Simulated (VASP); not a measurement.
# C: single point with PBEsol

The system is C.

```
C
1.0
     2.46125    0.00000    0.00000
    -1.23062    2.13150    0.00000
     0.00000    0.00000    4.16278
C
4
Direct
  0.33333 0.66667 0.00006
  0.66667 0.33333 0.50006
  0.33333 0.66667 0.37394
  0.66667 0.33333 0.87394
```

This cell differs from its parent crystal: strained cell.

```
Program                : VASP 6.6.1
Task                   : single point
Functional             : PBEsol
Potentials or basis    : VASP PAW PBE potentials, release 64 (C)
Cutoff                 : 520 eV
k mesh                 : 9 × 9 × 6
Occupations            : gaussian, width 0.02 eV
Spin                   : no spin polarisation
Dipole correction      : no
Further INCAR settings : ALGO = Normal; EDIFF = 1e-06; NBANDS = 16
```

```json
{
 "Pressure": "15.4 GPa",
 "Largest force": "0.012 eV/Å",
 "Band gap on the k mesh": "2.87 eV, indirect (least direct gap 4.95 eV)"
}
```

Forces on the atoms (eV/Å):
```
C    0.000  0.000  0.012
C    0.000  0.000  0.012
C    0.000  0.000 -0.012
C    0.000  0.000 -0.012
```

Stress tensor (GPa, compression positive):
```
22.63  0.00  0.00
 0.00 22.63  0.00
 0.00  0.00  1.07
```

Levels at points of the mesh, in eV from the valence-band top:
| k point | band 4 | band 5 | band 6 | band 7 | band 8 | band 9 | band 10 | band 11 | band 12 | band 13 |
| --- | --- | --- | --- | --- | --- | --- | --- | --- | --- | --- |
| (0.00, 0.00, 0.00) | -3.06 | -3.06 | -0.60 | 0.00 | 0.00 | 4.95 | 5.14 | 5.14 | 9.00 | 9.71 |
| (0.00, 0.00, 0.50) | -7.50 | -1.83 | -1.83 | -1.83 | -1.83 | 7.42 | 7.42 | 7.42 | 7.42 | 8.10 |

Run time: 7.8 s on 1 thread of Intel(R) Xeon(R) 6975P-C (Granite Rapids), with other jobs on the host, peak memory 0.12 GiB.

Caveat: the cell differs from its parent crystal (strained cell); the PAW data sets were made with another functional, which shifts forces and pressure a little. A k mesh can miss the band edges.
